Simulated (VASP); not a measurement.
A run of VASP 6.6.1 is set up as follows.

The input INCAR:

```
SYSTEM = Mg
ALGO     = Normal         ! electronic algorithm
EDIFF    = 1E-6           ! SCF threshold, eV
ENCUT    = 520            ! plane-wave cutoff, eV
GGA      = CA             ! functional
ISIF     = 2              ! what is computed and relaxed
ISMEAR   = 1              ! smearing method
LASPH    = .TRUE.         ! aspherical terms in the spheres
LCHARG   = .FALSE.        ! write CHGCAR
LREAL    = .FALSE.        ! projectors in reciprocal space
LWAVE    = .FALSE.        ! write WAVECAR
NBANDS   = 12             ! bands
NELM     = 60             ! most SCF steps
PREC     = Accurate       ! precision mode
SIGMA    = 0.1            ! smearing width, eV
```

Contents of KPOINTS:

```
k-points
0
G
  5 5 5
  0 0 0
```

File POSCAR:

```
Mg
1.0
    4.6854230000     -2.6858800000      0.0000000000
    4.6854230000      2.6858800000      0.0000000000
    0.0000000000      0.0000000000      5.0523320000
Mg
4
Direct
    0.3343290000      0.9943300000      0.7500000000
    0.0056700000      0.6656710000      0.7500000000
    0.9943300000      0.3343290000      0.2500000000
    0.6656710000      0.0056700000      0.2500000000
```

Potentials or basis: VASP PAW LDA potentials, release 64 (Mg).

The run is started by

```console
$ cat potpaw_LDA.64/Mg/POTCAR > POTCAR
$ mpirun -np 1 vasp_std > vasp.out
```

**Question.** What does it give for the largest force?

**Answer.** 0.067 eV/Å.

**Question.** Predict the pressure.

**Answer.** -2.2 GPa.

**Question.** Estimate the band gap on the k mesh.

**Answer.** Zero (band 4 reaches 1.97 eV, above the bottom of band 5 at -0.04 eV).

Forces on the atoms (eV/Å):
```
Mg  -0.036 -0.056  0.000
Mg   0.036 -0.056  0.000
Mg  -0.036  0.056  0.000
Mg   0.036  0.056  0.000
```
